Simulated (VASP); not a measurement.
# SiGe3 (P4mm) in VASP: further runs

SiGe3 is run at these levels: PBE; tasks: single point.

Everything below comes from runs of VASP 6.6.1. Logs are shortened: lines on timing, memory, paths and dates and some standing lists are left out, and cuts for length are marked.

## 1. The cell of the first run

Symmetry: P4mm, No. 99, tetragonal system. Conventional cell: a = 4.117 Å, b = 4.117 Å, c = 4.555 Å, α = 90.00°, β = 90.00°, γ = 90.00°. Si (site symmetry 4mm) has 12 Ge at 2.67 to 3.52 Å within 3.6 Å. Ge (site symmetry 4mm) has 8 Ge at 2.77 to 3.39 Å and 4 Si at 3.08 Å within 3.7 Å. Within 3.6 Å of Ge (site symmetry 2mm) lie 4 Si at 2.67 to 3.52 Å and 8 Ge at 2.77 to 3.39 Å.

The cell was built from a structure type or drawn by symmetry, and may not be a known phase.

## 2. Single point, PBE

File INCAR:

```
SYSTEM = SiGe3
PREC = Accurate
ENCUT = 500
EDIFF = 1E-6
ISMEAR = 0
SIGMA = 0.2
LREAL = .False.
LASPH = .True.
NELM = 120
ALGO = Normal
ISIF = 2
LWAVE = .False.
LCHARG = .False.
GGA = PE
NBANDS = 31
GGA_COMPAT = .False.
```

File KPOINTS:

```
Automatic mesh
0
Gamma
  5 5 4
  0 0 0
```

File POSCAR:

```
SiGe3
1.0
    4.1173996853      0.0000000000      0.0000000000
    0.0000000000      4.1173996853      0.0000000000
    0.0000000000      0.0000000000      4.5549367857
Si Ge
1 3
Direct
    0.0000000000      0.0000000000      0.0737562303
    0.5000000000      0.5000000000      0.8559679342
    0.5000000000      0.0000000000      0.4474666777
    0.0000000000      0.5000000000      0.4474666777
```

Potentials or basis: VASP PAW PBE potentials, release 64 (Si, Ge_d).

Launch:

```
$ cat potpaw_PBE.64/Si/POTCAR potpaw_PBE.64/Ge_d/POTCAR > POTCAR
$ mpirun -np 1 vasp_std > vasp.out
```

OUTCAR:

```text
SYSTEM = SiGe3
   PREC = Accurate
   ENCUT = 500
   EDIFF = 1E-6
   ISMEAR = 0
   LREAL = .False.
   LASPH = .True.
   NELM = 120
   ISIF = 2
   GGA = PE

 ion  position               nearest neighbor table
   1  0.000  0.000  0.074-   3 2.67   4 2.67   4 2.67   3 2.67
   2  0.500  0.500  0.856-   3 2.77   4 2.77   3 2.77   4 2.77
   3  0.500  0.000  0.447-   1 2.67   1 2.67   2 2.77   2 2.77   4 2.91   4 2.91   4 2.91   4 2.91

   4  0.000  0.500  0.447-   1 2.67   1 2.67   2 2.77   2 2.77   3 2.91   3 2.91   3 2.91   3 2.91

  LATTYP: Found a simple tetragonal cell.
 ALAT       =     4.1173996853
 C/A-ratio  =     1.1062653941

  Lattice vectors:

 A1 = (   4.1173996853,   0.0000000000,   0.0000000000)
 A2 = (   0.0000000000,   4.1173996853,   0.0000000000)
 A3 = (   0.0000000000,   0.0000000000,   4.5549367857)

Analysis of symmetry for initial positions (statically):
=====================================================================
 Subroutine PRICEL returns:
 Original cell was already a primitive cell.

 Routine SETGRP: Setting up the symmetry group for a
 simple tetragonal supercell.

 Subroutine GETGRP returns: Found  8 space group operations
 (whereof  8 operations were pure point group operations)
 out of a pool of 16 trial point group operations.

The static configuration has the point symmetry C_4v.

Analysis of symmetry for dynamics (positions and initial velocities):
=====================================================================
 Subroutine PRICEL returns:
 Original cell was already a primitive cell.

 Routine SETGRP: Setting up the symmetry group for a
 simple tetragonal supercell.

 Subroutine GETGRP returns: Found  8 space group operations
 (whereof  8 operations were pure point group operations)
 out of a pool of 16 trial point group operations.

The dynamic configuration has the point symmetry C_4v.

 Subroutine INISYM returns: Found  8 space group operations
 (whereof  8 operations are pure point group operations),
 and found     1 'primitive' translations

----------------------------------------------------------------------------------------

                                     Primitive cell

  volume of cell :      77.2198

[... 81 lines left out ...]
   LSORBIT =      F    spin-orbit coupling
   LASPH  =      T    aspherical Exc in radial PAW
   ENCUT  =  500.0 eV  36.75 Ry    6.06 a.u.   7.51  7.51  8.30*2*pi/ulx,y,z
   NELM   =    120;   NELMIN=  2; NELMDL= -5     # of ELM steps
   EDIFF  = 0.1E-05   stopping-criterion for ELM
   LREAL  =      F    real-space projection
   EDIFFG = 0.1E-04   stopping-criterion for IOM
   NSW    =      0    number of steps for IOM
   IBRION =     -1    ionic relax: 0-MD 1-quasi-New 2-CG
   NFREE  =      0    steps in history (QN), initial steepest desc. (CG)
   ISIF   =      2    stress and relaxation
   ISYM   =      2    0-nonsym 1-usesym 2-fastsym
   POTIM  = 0.5000    time-step for ionic-motion
   TEBEG  =    0.0;   TEEND  =   0.0 temperature during run
   PSTRESS=    0.0 pullay stress
   NELECT =      46.0000    total number of electrons
   NUPDOWN=      -1.0000    fix difference up-down
   EMIN   =  10.00;   EMAX   =-10.00  energy-range for DOS
   EFERMI =   0.00;   METHOD = LEGACY
   ISMEAR =     0;   SIGMA  =   0.20  broadening in eV -4-tet -1-fermi 0-gaus
   EFERMI_NEDOS =   21; number of points for ismear=-14 and -15
   IALGO  =     38    algorithm
   IMIX   =      4    mixing-type and parameters
     AMIX     =   0.40;   BMIX     =  1.00
     AMIX_MAG =   1.60;   BMIX_MAG =  1.00
  volume/ion in A,a.u.               =      19.30       130.28
  Fermi-wavevector in a.u.,A,eV,Ry     =   1.377478  2.603056 25.816311  1.897445
  Thomas-Fermi vector in A             =   2.502628
   LORBIT       =      0    0 simple, 1 ext, 2 COOP (PROOUT), +10 PAW based schemes
   GGA     = PE    functional components
   LHFCALC =     F    Hartree Fock is set to
   AEXX    =    0.0000 exact exchange contribution
   IVDW    =     0    specifies the selected vdW correction
   LEPSILON=     F    determine dielectric tensor
   LRPA    =     F    only Hartree local field effects (RPA)
 non-spin polarized calculation
 Gauss-broadening in eV      SIGMA  =   0.20
  energy-cutoff  :      500.00
  volume of cell :       77.22
 maximum number of plane-waves:      1980
 NGX is ok and might be reduce to    30

 number of electron      46.0000029 magnetization

 Free energy of the ion-electron system (eV)
  ---------------------------------------------------
  ext. energy  EPLUGINS =         0.00000000
  ---------------------------------------------------
  free energy    TOTEN  =       -17.39559306 eV

  energy without entropy =      -17.37213379  energy(sigma->0) =      -17.38386342

 E-fermi :   6.4752     XC(G=0): -10.8245

 val. band max:        6.3951744147   @ k =   0.2000   0.0000   0.2500
 cond. band min:       6.6107642316   @ k =   0.0000   0.0000   0.2500
 fundamental gap:      0.2155898169
 Fermi energy:         6.4751622532

 k-point     1 :       0.0000    0.0000    0.0000
  band No.  band energies     occupation
      1     -18.2882      2.00000
      2     -18.2559      2.00000
      3     -18.2392      2.00000
      4     -18.2392      2.00000
      5     -18.2175      2.00000
      6     -18.1755      2.00000
[... 601 lines left out ...]
     30      13.3826      0.00000
     31      13.5282      0.00000

------------------------ aborting loop because EDIFF is reached ----------------------------------------

  FORCE on cell =-STRESS in cart. coord.  units (eV):
  Direction    XX          YY          ZZ          XY          YZ          ZX
  --------------------------------------------------------------------------------------
  -------------------------------------------------------------------------------------
  Total        0.1393736      0.1393736      0.2759876      0.0000000      0.0000000      0.0000000
  in kB        2.8917628      2.8917628      5.7262694      0.0000000      0.0000000      0.0000000
  external PRESSURE =       3.8365983 kB  Pullay stress =       0.0000000 kB

 VOLUME and BASIS-vectors are now :
 -----------------------------------------------------------------------------
  energy-cutoff  :      500.00
  volume of cell :       77.22
      direct lattice vectors                 reciprocal lattice vectors
     4.117399685  0.000000000  0.000000000     0.242871734  0.000000000  0.000000000
     0.000000000  4.117399685  0.000000000     0.000000000  0.242871734  0.000000000
     0.000000000  0.000000000  4.554936786     0.000000000  0.000000000  0.219542015

 POSITION                                       TOTAL-FORCE (eV/Angst)
 -----------------------------------------------------------------------------------
      0.00000      0.00000      0.33595        -0.000000     -0.000000      0.015853
      2.05870      2.05870      3.89888         0.000000      0.000000      0.016018
      2.05870      0.00000      2.03818         0.000000     -0.000000     -0.015935
      0.00000      2.05870      2.03818         0.000000     -0.000000     -0.015935
 -----------------------------------------------------------------------------------
    total drift:                                0.000000     -0.000000      0.000479

  FREE ENERGIE OF THE ION-ELECTRON SYSTEM (eV)
  ---------------------------------------------------
  free  energy   TOTEN  =       -17.3955930613 eV

  energy  without entropy=      -17.3721337858  energy(sigma->0) =      -17.38386342
```

It took 20 s on 1 thread of Intel Xeon 6975P-C (Granite Rapids), shared host; peak memory 0.19 GiB.

What came out:

```
Free energy            : -17.3956 eV
Pressure               : 0.4 GPa
Largest force          : 0.016 eV/Å
Band gap on the k mesh : zero (bands 23 and 24 overlap by 2.87 eV)
```

Forces in eV/Å, atoms in the order of the input:
```
Si   0.000  0.000  0.016
Ge   0.000  0.000  0.016
Ge   0.000  0.000 -0.016
Ge   0.000  0.000 -0.016
```

## 3. Single point, PBE

This run uses another cell than the first one, of 25.23 Å³/atom.

File INCAR:

```
SYSTEM = SiGe3
ALGO = Normal
EDIFF = 1E-6
ENCUT = 500
GGA = PE
GGA_COMPAT = .False.
ISIF = 2
ISMEAR = 0
LASPH = .True.
LCHARG = .True.
LELF = .True.
LREAL = .False.
LVHAR = .True.
LWAVE = .False.
NBANDS = 31
NELM = 120
PREC = Accurate
SIGMA = 0.2
```

File KPOINTS:

```
k-points
0
Gamma
  5 5 4
  0 0 0
```

File POSCAR:

```
SiGe3
1.0
    4.0635592273      0.0000000000      0.0000000000
    0.0000000000      4.0635592273      0.0000000000
    0.0000000000      0.0000000000      6.1115170862
Si Ge
1 3
Direct
    0.0000000000      0.0000000000      0.3479866124
    0.0000000000      0.0000000000      0.7642408643
    0.5000000000      0.0000000000      1.0742407116
    0.0000000000      0.5000000000      1.0742407116
```

Potentials or basis: VASP PAW PBE potentials, release 64 (Si, Ge_d).

Launch:

```
$ cat potpaw_PBE.64/Si/POTCAR potpaw_PBE.64/Ge_d/POTCAR > POTCAR
$ mpirun -np 1 vasp_std > vasp.out
```

Run time: 28 s. Hardware: 1 thread of Intel Xeon 6975P-C (Granite Rapids), shared host; peak memory 0.21 GiB.

Results (log left out):

| Item | Value |
| --- | --- |
| Free energy | -16.8940 eV |
| Pressure | -0.5 GPa |
| Largest force | 0.032 eV/Å |
| Band gap on the k mesh | zero (bands 23 and 24 overlap by 2.16 eV) |

Forces on the atoms (eV/Å):
```
Si   0.000  0.000 -0.032
Ge   0.000  0.000  0.023
Ge   0.000  0.000  0.004
Ge   0.000  0.000  0.004
```

Stress tensor (GPa, compression positive):
```
-0.43  0.00  0.00
 0.00 -0.43  0.00
 0.00  0.00 -0.75
```

Levels at points of the mesh, in eV from the Fermi level:
```csv
k point,band 19,band 20,band 21,band 22,band 23,band 24,band 25,band 26,band 27,band 28
"(0.00, 0.00, 0.00)",-4.86,-3.43,-3.43,-0.31,1.51,1.51,1.68,2.32,2.32,2.41
"(0.00, 0.00, 0.50)",-3.58,-3.27,-3.27,-2.99,0.10,0.10,1.26,1.37,3.31,4.06
```

## 4. Single point, PBE

This run uses another cell than the first one: it holds 8 atoms, not 4.

File INCAR:

```
ALGO = Normal
EDIFF = 1E-6
ENCUT = 500
GGA = PE
GGA_COMPAT = False
ISIF = 2
ISMEAR = 0
LASPH = True
LCHARG = False
LREAL = False
LWAVE = False
NBANDS = 56
NELM = 120
PREC = Accurate
SIGMA = 0.2
```

File KPOINTS:

```
k-points
0
Gamma
  3 3 3
```

File POSCAR:

```
SiGe3
1.0
    5.3430235743      0.0000000000      0.0000000000
    0.0000000000      5.3430235743      0.0000000000
    0.0000000000      0.0000000000      6.2713668848
Si Ge
2 6
Direct
    0.5000000000      0.0000000000      0.4409765964
    0.0000000000      0.5000000000      0.4409765964
    0.2606877986      0.2606877986      0.9679380250
    0.7393122014      0.7393122014      0.9679380250
    0.7393122014      0.2606877986      0.9679380250
    0.2606877986      0.7393122014      0.9679380250
    0.0000000000      0.0000000000      0.2658661446
    0.0000000000      0.0000000000      0.6626076025
```

Launch:

```
$ cat potpaw_PBE.64/Si/POTCAR potpaw_PBE.64/Ge_d/POTCAR > POTCAR
$ mpirun -np 1 vasp_std > vasp.out
```

Run time: 38 s. Hardware: 1 thread of Intel Xeon 6975P-C (Granite Rapids), shared host; peak memory 0.26 GiB.

The run converged. Its results:

```
Free energy            : -32.1126 eV
Pressure               : 0.2 GPa
Largest force          : 0.071 eV/Å
Band gap on the k mesh : zero (bands 46 and 47 overlap by 1.35 eV)
```

Forces on the atoms (eV/Å):
```
Si   0.000  0.000 -0.071
Si   0.000  0.000 -0.071
Ge   0.001  0.001  0.037
Ge  -0.001 -0.001  0.037
Ge  -0.001  0.001  0.037
Ge   0.001 -0.001  0.037
Ge   0.000  0.000 -0.066
Ge   0.000  0.000  0.058
```

Stress tensor (GPa, compression positive):
```
0.22 0.00 0.00
0.00 0.22 0.00
0.00 0.00 0.12
```

Levels at points of the mesh, in eV from the Fermi level:
| k point | band 43 | band 44 | band 45 | band 46 | band 47 | band 48 | band 49 | band 50 |
| --- | --- | --- | --- | --- | --- | --- | --- | --- |
| (0.00, 0.00, 0.00) | -1.97 | -1.97 | -1.60 | -1.60 | -1.24 | -0.22 | 1.50 | 1.50 |

Caveat: the k points lie up to 0.39 Å⁻¹ apart, too coarse for converged energies and pressures of a metal.

## 5. The runs side by side

| cell | k mesh | gap on the mesh (eV) | pressure (GPa) | largest force (eV/Å) |
| --- | --- | --- | --- | --- |
| a = 4.117, b = 4.117, c = 4.555 Å, 4 atoms, atomic positions A | 5 × 5 × 4 | none | 0.4 | 0.02 |
| a = 4.064, b = 4.064, c = 6.112 Å, 4 atoms, atomic positions B | 5 × 5 × 4 | none | -0.5 | 0.03 |
| a = 5.343, b = 5.343, c = 6.271 Å, 8 atoms, atomic positions C | 3 × 3 × 3 | none | 0.2 | 0.07 |

Alike in all rows: task single point; level PBE; potentials or basis VASP PAW PBE potentials, release 64 (Si, Ge_d); no spin polarisation; cutoff (eV) 500; smearing gaussian 0.2 eV.

Caveats: some runs use coarse meshes.

Absolute energies hang on the potentials; compare differences alone.
